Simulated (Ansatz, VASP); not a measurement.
## One calculation of RbSr, two programs

The input INCAR:

```
SYSTEM = RbSr
PREC = Accurate ; ENCUT = 520
EDIFF = 1E-6 ; ISMEAR = 0
SIGMA = 0.2 ; LREAL = .False.
LASPH = .True. ; NELM = 100
ALGO = Fast ; ISIF = 2
LWAVE = .False. ; LCHARG = .False.
GGA = PE ; NBANDS = 48
```

KPOINTS

```
Automatic mesh
0
Gamma
  4 2 2
  0 0 0
```

Contents of POSCAR:

```
RbSr
1.0
    0.0000000000      4.3090408819      4.3090408819
    8.6180817638      4.3090408819     -4.3090408819
   -8.6180817638      4.3090408819     -4.3090408819
Rb Sr
4 4
Direct
    0.0000000000      0.0000000000      0.0000000000
    0.5000000000      0.5000000000      0.0000000000
    0.5000000000      1.0000000000      0.5000000000
    0.0000000000      0.5000000000      0.5000000000
    0.0000000000      0.2500000000      0.7500000000
    0.5000000000      0.7500000000      0.7500000000
    0.5000000000      0.2500000000      0.2500000000
    0.0000000000      0.7500000000      0.2500000000
```

Input for Ansatz:

```yaml
crystal:
  lattice:
    - [0.0, 4.3090408819, 4.3090408819]
    - [8.6180817638, 4.3090408819, -4.3090408819]
    - [-8.6180817638, 4.3090408819, -4.3090408819]
  atoms:
    - { symbol: Rb, position: [0.0, 0.0, 0.0] }
    - { symbol: Rb, position: [0.5, 0.5, 0.0] }
    - { symbol: Rb, position: [0.5, 1.0, 0.5] }
    - { symbol: Rb, position: [0.0, 0.5, 0.5] }
    - { symbol: Sr, position: [0.0, 0.25, 0.75] }
    - { symbol: Sr, position: [0.5, 0.75, 0.75] }
    - { symbol: Sr, position: [0.5, 0.25, 0.25] }
    - { symbol: Sr, position: [0.0, 0.75, 0.25] }
basis:
  ecutwfc: 420
kpoints:
  mp_grid: { grid: [4, 2, 2] }
hamiltonian:
  xc: pbe
scf:
  occupations: { method: gaussian, width: 0.2 }
  lower_state_search: "off"
output:
  forces: true
  stress: true
  eigenvalues: true
```

Alike in both runs: task single point; functional PBE; k mesh 4 × 2 × 2; occupations gaussian, width 0.2 eV; no spin polarisation.

|  | VASP | Ansatz |
| --- | --- | --- |
| version | VASP 6.6.1 | Ansatz 0.2.0 |
| potentials or method | VASP PAW PBE potentials, release 64 (Rb_sv, Sr_sv), cutoff 520 eV | scalar-relativistic, plane waves, PAW |
| valence electrons in the cell | 76 | 76 |

```tsv
	VASP	Ansatz	Ansatz less VASP
gap on the k mesh at the Fermi level (eV)	none	none	-
pressure (GPa)	0.0	0.0	-0.02
```

A gap of «none» marks a metal or a gap that the smearing closes.
